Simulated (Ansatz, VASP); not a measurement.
## One calculation of ScAl3, two programs

File INCAR:

```
SYSTEM = ScAl3
PREC = Accurate ; ENCUT = 500
EDIFF = 1E-6 ; ISMEAR = -1
SIGMA = 0.05 ; LREAL = .False.
LASPH = .True. ; NELM = 120
ALGO = Normal ; ISIF = 2
LWAVE = .False. ; LCHARG = .True.
GGA = PE ; LELF = .True.
LVHAR = .True. ; NBANDS = 18
GGA_COMPAT = .False.
```

KPOINTS

```
regular mesh
0
Gamma
  9 9 9
  0 0 0
```

POSCAR

```
ScAl3
1.0
   -2.0127950000      2.0127950000      4.4231960000
    2.0127950000     -2.0127950000      4.4231960000
    2.0127950000      2.0127950000     -4.4231960000
Sc Al
1 3
Direct
    0.0000000000      0.0000000000      0.0000000000
    0.5000000000      0.5000000000      0.0000000000
    0.2500000000      0.7500000000      0.5000000000
    0.7500000000      0.2500000000      0.5000000000
```

The input input.yaml:

```yaml
crystal:
  lattice:
    - [-2.012795, 2.012795, 4.423196]
    - [2.012795, -2.012795, 4.423196]
    - [2.012795, 2.012795, -4.423196]
  atoms:
    - { symbol: Sc, position: [0.0, 0.0, 0.0] }
    - { symbol: Al, position: [0.5, 0.5, 0.0] }
    - { symbol: Al, position: [0.25, 0.75, 0.5] }
    - { symbol: Al, position: [0.75, 0.25, 0.5] }
hamiltonian:
  xc: pbe
  pseudopotentials: { kind: paw }
kpoints:
  mp_grid: { grid: [9, 9, 9] }
scf:
  occupations: { method: fermi_dirac, width: 0.05 }
output:
  forces: true
  stress: true
  eigenvalues: true
  write_density: true
  write_potential: true
  elf: true
  volumetric_format: npy
```

Alike in both runs: task single point; functional PBE; k mesh 9 × 9 × 9; occupations fermi-dirac, width 0.05 eV; no spin polarisation.

|  | VASP | Ansatz |
| --- | --- | --- |
| version | VASP 6.6.1 | Ansatz 0.2.0 |
| potentials or method | VASP PAW PBE potentials, release 64 (Sc_sv, Al) | Ansatz PAW |
| plane-wave cutoff (eV) | 500 | 420 |
| valence electrons in the cell | 20 | 20 |

```csv
,VASP,Ansatz,Ansatz less VASP
gap on the k mesh at the Fermi level (eV),none,none,-
pressure (GPa),-0.4,-0.4,-0.02
"traceless stress, the component that is largest in VASP (GPa)",-0.09,-0.09,-0.006
```

A gap of «none» marks a metal or a gap that the smearing closes. The functional is the same, so the differences come from potentials, cutoffs and numerics.
